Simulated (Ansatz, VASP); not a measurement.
## Sc in VASP and in Ansatz

```
CELL_PARAMETERS angstrom
3.40806 0.00000 0.00000
-1.70403 2.95147 0.00000
0.00000 0.00000 5.42604
ATOMIC_POSITIONS crystal
Sc 0.33333 0.66667 0.25000
Sc 0.66667 0.33333 0.75000
```

Change from the starting cell: strain +0.030 along x and y, +0.030 along z, atoms carried along.

Alike in both runs: task single point; functional PBE; k mesh 18 × 18 × 10; occupations gaussian, width 0.15 eV; no spin polarisation.

|  | VASP | Ansatz |
| --- | --- | --- |
| version | VASP 6.6.1 | Ansatz 0.2.0 |
| potentials or method | VASP PAW PBE potentials, release 64 (Sc_sv), cutoff 520 eV | scalar-relativistic, plane waves, PAW |
| valence electrons in the cell | 22 | 22 |

|  | VASP | Ansatz | Ansatz less VASP |
| --- | --- | --- | --- |
| gap on the k mesh at the Fermi level (eV) | none | none | - |
| pressure (GPa) | -4.6 | -4.6 | -0.02 |
| traceless stress, the component that is largest in VASP (GPa) | -0.74 | -0.73 | 0.000 |

A gap of «none» marks a metal or a gap that the smearing closes. With one functional, cell and mesh, what is left measures potentials, basis and numerics.
